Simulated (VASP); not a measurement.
# Sb (R-3m) in VASP: further runs, part 2 of 2

VASP 6.6.1.

## 3. Relaxation of cell and atoms, PBE

This run uses another cell than the first one, of 30.21 Å³/atom.

The input, INCAR:

```
SYSTEM = Sb
ALGO = Normal ; EDIFF = 1E-6
EDIFFG = -0.001 ; ENCUT = 600
GGA = PE ; IBRION = 2
ISIF = 3 ; ISMEAR = 0
LASPH = .True. ; LCHARG = .False.
LREAL = .False. ; LWAVE = .False.
NELM = 100 ; NSW = 80
PREC = Accurate ; SIGMA = 0.1
```

The input, KPOINTS:

```
k-points
0
Gamma
  16 16 16
  0 0 0
```

The input, POSCAR:

```
Sb
1.0
    2.1542000000      1.2437279499      3.7580000000
   -2.1542000000      1.2437279499      3.7580000000
    0.0000000000     -2.4874558998      3.7580000000
Sb
2
Direct
    0.2334900000      0.2334900000      0.2334900000
    0.7665100000      0.7665100000      0.7665100000
```

Potentials or basis: VASP PAW PBE potentials, release 64 (Sb).

Launch:

```console
cat potpaw_PBE.64/Sb/POTCAR > POTCAR
mpirun -np 1 vasp_std > vasp.out
```

OUTCAR:

```text
SYSTEM = Sb
   EDIFF = 1E-6
   EDIFFG = -0.001
   ENCUT = 600
   GGA = PE
   IBRION = 2
   ISIF = 3
   ISMEAR = 0
   LASPH = .True.
   LREAL = .False.
   NELM = 100
   NSW = 80
   PREC = Accurate

 ion  position               nearest neighbor table
   1  0.233  0.233  0.233-   2 2.91   2 2.91   2 2.91   2 3.35   2 3.35   2 3.35
   2  0.767  0.767  0.767-   1 2.91   1 2.91   1 2.91   1 3.35   1 3.35   1 3.35

  LATTYP: Found a trigonal (rhomboedric) cell.
 ALAT       =     4.5066618304
 COS(alpha) =     0.5430253624

  Lattice vectors:

 A1 = (   2.1542000000,   1.2437279499,   3.7580000000)
 A2 = (  -2.1542000000,   1.2437279499,   3.7580000000)
 A3 = (   0.0000000000,  -2.4874558998,   3.7580000000)

Analysis of symmetry for initial positions (statically):
[... 479 lines left out ...]
 k-point     1 :       0.0000    0.0000    0.0000
  band No.  band energies     occupation
      1      -5.6782      2.00000
      2       1.6114      2.00000
      3       4.7135      2.00000
      4       4.9650      2.00000
      5       4.9650      2.00000
      6       8.6736      0.00000
      7       9.2655      0.00000
      8       9.2655      0.00000
      9      11.8114      0.00000
[... 265 lines left out ...]
 k-point    24 :      -0.0625    0.0625    0.0000
  band No.  band energies     occupation
      1      -5.5665      2.00000
      2       1.1978      2.00000
      3       4.6576      2.00000
      4       4.9410      2.00000
      5       5.1550      2.00000
      6       8.5883      0.00000
      7       8.7759      0.00000
      8       9.2503      0.00000
      9      11.3025      0.00000

 [... further k-points ...]

------------------------ aborting loop because EDIFF is reached ----------------------------------------

  FORCE on cell =-STRESS in cart. coord.  units (eV):
  Direction    XX          YY          ZZ          XY          YZ          ZX
  --------------------------------------------------------------------------------------
  -------------------------------------------------------------------------------------
  Total       -0.0010496     -0.0010496      0.0005434      0.0000000      0.0000000      0.0000000
  in kB       -0.0264633     -0.0264633      0.0137013      0.0000000      0.0000000      0.0000000
  external PRESSURE =      -0.0130751 kB  Pullay stress =       0.0000000 kB
[... 17 lines left out ...]
  FREE ENERGIE OF THE ION-ELECTRON SYSTEM (eV)
  ---------------------------------------------------
  free  energy   TOTEN  =        -8.2731822621 eV

  energy  without entropy=       -8.2726922277  energy(sigma->0) =       -8.27293724

 reached required accuracy - stopping structural energy minimisation
```

OSZICAR:

```text
N       E                     dE             d eps       ncg     rms          rms(c)
DAV:   1     0.420572106748E+02    0.42057E+02   -0.39405E+03  7506   0.975E+02
DAV:   2    -0.645767926656E+01   -0.48515E+02   -0.47596E+02 10513   0.130E+02
DAV:   3    -0.823407805767E+01   -0.17764E+01   -0.17434E+01  9202   0.304E+01
DAV:   4    -0.825014978453E+01   -0.16072E-01   -0.16065E-01  9150   0.322E+00
[... 53 lines left out ...]
DAV:   4    -0.827317800247E+01    0.24372E-07   -0.74946E-08  3760   0.254E-03
   8 F= -.82731780E+01 E0= -.82729331E+01  d E =0.361260E-05
       N       E                     dE             d eps       ncg     rms          rms(c)
DAV:   1    -0.827318515485E+01   -0.71280E-05   -0.11249E-04  8029   0.583E-02    0.888E-03
DAV:   2    -0.827318292746E+01    0.22274E-05   -0.25698E-06  7292   0.112E-02    0.511E-03
DAV:   3    -0.827318226209E+01    0.66537E-06   -0.28691E-06  7206   0.878E-03
   9 F= -.82731823E+01 E0= -.82729372E+01  d E =-.647019E-06
```

CONTCAR:

```text
Sb
   1.00000000000000
     2.1883922912466813    1.2634688784560391    3.8303392991098835
    -2.1883922912466813    1.2634688784560391    3.8303392991098835
    -0.0000000000000000   -2.5269377569120781    3.8303392991098835
  Sb
     2
Direct
     0.2333051323542338    0.2333051323542338    0.2333051323542338
     0.7666948676457662    0.7666948676457662    0.7666948676457662

  0.00000000E+00  0.00000000E+00  0.00000000E+00
  0.00000000E+00  0.00000000E+00  0.00000000E+00
```

It took 11 min on 1 thread of AMD EPYC 7R13 (Zen 3), shared host; peak memory 0.4 GiB.

What came out:

```
Free energy                           : -8.2732 eV
Relaxed volume                        : 31.77 Å³/atom
Relaxed cell                          : a = 4.589 Å, b = 4.589 Å, c = 4.589 Å, α = 56.97°, β = 56.97°, γ = 56.97°
Space group after relaxing (to 0.1 Å) : R-3m (No. 166)
Energy gained by relaxing             : 12.7 meV/atom
Ionic steps                           : 9
Pressure after relaxing               : 0.0 GPa
Band gap on the k mesh                : zero (bands 5 and 6 overlap by 0.29 eV)
```

Step by step:
```
step  energy change (eV)  largest force (eV/Å)  pressure (GPa)  volume (Å³)
   1              0.0000                0.2510            2.81        60.41
   2             -0.0134                0.2256           -1.58        65.16
   3             -0.0248                0.0456            0.04        63.16
   4             -0.0250                0.0332            0.03        63.23
   5             -0.0252                0.0027            0.00        63.44
   6             -0.0253                0.0025            0.01        63.48
   7             -0.0253                0.0024            0.02        63.53
   8             -0.0253                0.0035           -0.03        63.58
   9             -0.0253                0.0005            0.00        63.54
```

Final structure:
```
Sb
1.0
     2.18839    1.26347    3.83034
    -2.18839    1.26347    3.83034
     0.00000   -2.52694    3.83034
Sb
2
Direct
  0.23331 0.23331 0.23331
  0.76669 0.76669 0.76669
```

Levels at points of the mesh, in eV from the Fermi level:
```tsv
k point	band 2	band 3	band 4	band 5	band 6	band 7	band 8	band 9
(0.00, 0.00, 0.00)	-5.05	-1.95	-1.70	-1.70	2.01	2.60	2.60	5.15
(0.50, 0.00, 0.00)	-9.40	-1.85	-1.75	-0.27	-0.22	0.21	0.58	7.48
(0.50, 0.50, 0.00)	-7.95	-5.14	-3.52	-3.44	1.67	4.67	5.30	6.49
(0.50, 0.50, 0.50)	-8.74	-1.24	-1.24	-0.55	0.21	0.21	1.06	6.87
```

Caveat: spin-orbit coupling is left out, which moves the levels of the heavy elements.
